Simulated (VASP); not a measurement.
Set up this calculation in VASP 6.6.1, as the native input.

```yaml
Task: single point
Functional: r2SCAN
Potentials_or_basis: VASP PAW PBE potentials, release 64 (Ga_d)
Cutoff: 520 eV
k_mesh: 13 × 13 × 13
Occupations: fermi-dirac, width 0.1 eV
Spin: no spin polarisation
Dipole_correction: no
Further_INCAR_settings: ALGO = Normal; EDIFF = 1e-06; NBANDS = 12
```

The system is Ga.

```
Ga
1.0
     2.59742    0.00000    0.00000
     0.00000    2.59742    0.00000
     0.00000    0.00000    2.59742
Ga
1
Direct
  0.00000 0.00000 0.00000
```

This isn't the form of Ga at room conditions, which is orthorhombic.

These files were run (other wordings do the same):

POSCAR

```
Ga
1.0
    2.5974152457      0.0000000000      0.0000000000
    0.0000000000      2.5974152457      0.0000000000
    0.0000000000      0.0000000000      2.5974152457
Ga
1
Direct
    0.0000000000      0.0000000000      0.0000000000
```

INCAR.step1

```
SYSTEM = Ga
  ALGO = Normal
  EDIFF = 1E-4
  ENCUT = 520
  GGA = PE
  ISMEAR = -1
  LASPH = .TRUE.
  LCHARG = .FALSE.
  LREAL = .FALSE.
  LWAVE = .TRUE.
  NBANDS = 12
  NELM = 100
  PREC = Accurate
  SIGMA = 0.1
```

INCAR.step2

```
SYSTEM = Ga
  ALGO = Normal
  EDIFF = 1E-6
  ENCUT = 520
  ISIF = 2
  ISMEAR = -1
  ISTART = 1
  LASPH = .TRUE.
  LCHARG = .TRUE.
  LELF = .TRUE.
  LMIXTAU = .TRUE.
  LREAL = .FALSE.
  LVHAR = .TRUE.
  LWAVE = .FALSE.
  METAGGA = R2SCAN
  NBANDS = 12
  NELM = 100
  PREC = Accurate
  SIGMA = 0.1
```

KPOINTS

```
k-points
0
G
  13 13 13
  0 0 0
```

Potentials or basis: VASP PAW PBE potentials, release 64 (Ga_d).

Command:

```bash
$ cat potpaw_PBE.64/Ga_d/POTCAR > POTCAR
$ cp INCAR.step1 INCAR
$ mpirun -np 1 vasp_std > vasp.out
$ cp INCAR.step2 INCAR
$ mpirun -np 1 vasp_std > vasp.out
```

Results of the run:

| Property | Result |
| --- | --- |
| Pressure | 5.9 GPa |
| Band gap on the k mesh | zero (an odd number of electrons rules out a gap without spin polarisation) |

Caveat: the cell stands under pressure; the PAW data sets were made with another functional, which shifts forces and pressure a little.

It took 71 s on 1 thread of AMD EPYC 7R13 (shared host), peak memory 0.11 GiB.
